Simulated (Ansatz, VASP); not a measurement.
# Two plane-wave programs on C

```
C
1.0
     0.00000    2.17597    3.46455
     1.25697    0.00000    3.46455
     1.25697    2.17597    0.00000
C
2
Cartesian
  1.2570 0.8784 3.4645
  1.2570 3.4735 3.4645
```

Alike in both runs: task single point; functional PBE; dispersion D3(BJ); k mesh 16 × 16 × 16; occupations gaussian, width 0.03 eV; no spin polarisation.

|  | VASP | Ansatz |
| --- | --- | --- |
| version | VASP 6.6.1 | Ansatz 0.2.0 |
| potentials or method | VASP PAW PBE potentials, release 64 (C), cutoff 520 eV | scalar-relativistic, plane waves, PAW |
| valence electrons in the cell | 8 | 8 |

```tsv
	VASP	Ansatz	Ansatz less VASP
gap on the k mesh at the Fermi level (eV)	none	none	-
pressure (GPa)	7.7	7.6	-0.11
traceless stress, the component that is largest in VASP (GPa)	16.09	15.80	-0.293
rms of the force components (eV/Å)	4.092	4.096	+0.0041
```

Atom by atom the forces differ by 0.004 eV/Å (rms over components). A gap of «none» marks a metal or a gap that the smearing closes.
